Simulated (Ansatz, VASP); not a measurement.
## Sn: VASP beside Ansatz

```
Sn
1.0
     0.00000    3.23334    3.23334
     3.23334    0.00000    3.23334
     3.23334    3.23334    0.00000
Sn
2
Direct
  0.75000 0.75000 0.75000
  0.50000 0.50000 0.50000
```

Alike in both runs: functional PBE; k mesh 5 × 5 × 5; occupations fermi-dirac, width 0.05 eV; no spin polarisation.

```csv
,VASP,Ansatz
version,VASP 6.6.1,Ansatz 0.2.0
potentials or method,"VASP PAW PBE potentials, release 64 (Sn_d), cutoff 520 eV","all-electron LAPW, scalar-relativistic"
task,single point,band structure
```

```csv
,VASP,Ansatz,Ansatz less VASP
gap on the k mesh at the Fermi level (eV),none,none,-
pressure (GPa),3.9,4.0,+0.10
```

A gap of «none» marks a metal or a gap that the smearing closes. Ansatz ran all-electron here, and VASP with PAW potentials.

Noted on Ansatz's run: the k mesh is thin for a metal, which can move the energy by tens of meV per atom.
